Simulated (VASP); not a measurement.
Input of a VASP 6.6.1 run:

INCAR

```
SYSTEM = Si6SnO16
PREC = Accurate
ENCUT = 520
EDIFF = 1E-6
ISMEAR = 0
SIGMA = 0.05
LREAL = Auto
LASPH = .TRUE.
NELM = 100
ALGO = Normal
ISIF = 2
LWAVE = .FALSE.
LCHARG = .FALSE.
GGA = PE
IBRION = 2
NSW = 80
EDIFFG = -0.03
KPAR = 2
```

File KPOINTS:

```
Automatic mesh
0
G
  2 2 3
  0 0 0
```

The input POSCAR:

```
Si6SnO16
1.0
   -4.1738000000     -4.1738000000      0.0000000000
    4.1738000000     -4.1738000000      0.0000000000
    0.0000000000      0.0000000000      5.3326000000
Si Sn O
6 1 16
Direct
    0.4988864000      0.5137411000     -0.0105712000
    0.5009172000      0.5047416000      0.4997129000
   -0.0115773000      0.0044312000      0.0021041000
    0.4969428000     -0.0032538000      0.2465164000
   -0.0064266000     -0.0033002000      0.5061301000
    0.4891262000     -0.0033496000      0.7500164000
    0.0012686000      0.5067831000      0.2472906000
    0.1858533000      0.4957986000      0.0015906000
    0.0024763000      0.1997462000      0.2524126000
    0.8062001000      0.4997970000      0.0050704000
   -0.0008911000      0.8027749000      0.2428234000
    0.2024088000      0.5009207000      0.5048456000
    0.0028707000      0.2003632000      0.7676893000
    0.8151680000      0.4982444000      0.5016591000
   -0.0077012000      0.8170647000      0.7534181000
    0.6915424000     -0.0005745000      0.0121969000
    0.5038325000      0.6901183000      0.2438101000
    0.2995432000     -0.0038846000     -0.0044455000
    0.5024875000      0.3030674000      0.2510342000
    0.6985526000     -0.0080398000      0.4899349000
    0.4938482000      0.6919913000      0.7483564000
    0.2962427000      0.0025327000      0.4972087000
    0.4919120000      0.3033540000      0.7512994000
```

Potentials or basis: VASP PAW PBE potentials, release 64 (Si, Sn_d, O).

The run is started by

```console
$ cat potpaw_PBE.64/Si/POTCAR potpaw_PBE.64/Sn_d/POTCAR potpaw_PBE.64/O/POTCAR > POTCAR
$ mpirun -np 2 vasp_std > vasp.out
```

Problem. Predict the band gap on the k mesh.

Solution. Zero (bands 67 and 68 overlap by 0.08 eV).

Stress tensor (GPa, compression positive):
```
34.72 -3.24  0.00
-3.24 34.75 -0.03
 0.00 -0.03 24.68
```

Caveat: the k points lie up to 0.53 Å⁻¹ apart; spin-orbit coupling is left out, which moves the levels of the heavy elements.
